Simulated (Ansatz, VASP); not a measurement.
Si4O7 in VASP and in Ansatz

```
Si O
1.0
     0.00000    4.23580   -2.68994
     0.00000   -4.23580   -2.68994
    -4.23580    0.00000    2.68994
Si O
4 7
Direct
  0.25000 0.75000 0.50000
  0.75000 0.25000 0.50000
  0.00000 0.00000 0.00000
  0.50000 0.50000 0.00000
  0.00000 0.30698 0.30698
  0.55698 0.75000 0.80698
  0.05698 0.25000 0.80698
  0.00000 0.69302 0.69302
  0.41653 0.04825 0.46479
  0.94302 0.75000 0.19302
  0.44302 0.25000 0.19302
```

Change from the starting cell: O vacancy; atom 9 moved 0.375 of the way to it and -0.500 Å across, host rigid.

Alike in both runs: task single point; functional PBE; k mesh 6 × 6 × 6; occupations gaussian, width 0.05 eV; no spin polarisation.

|  | VASP | Ansatz |
| --- | --- | --- |
| version | VASP 6.6.1 | Ansatz 0.2.0 |
| potentials or method | VASP PAW PBE potentials, release 64 (Si, O), cutoff 520 eV | scalar-relativistic, plane waves, PAW |
| valence electrons in the cell | 58 | 58 |

|  | VASP | Ansatz | Ansatz less VASP |
| --- | --- | --- | --- |
| gap on the k mesh at the Fermi level (eV) | none | none | - |
| rms of the force components (eV/Å) | 3.187 | 3.193 | +0.0057 |

Atom by atom the forces differ by 0.015 eV/Å (rms over components). A gap of «none» marks a metal or a gap that the smearing closes. The functional is the same, so the differences come from potentials, cutoffs and numerics.
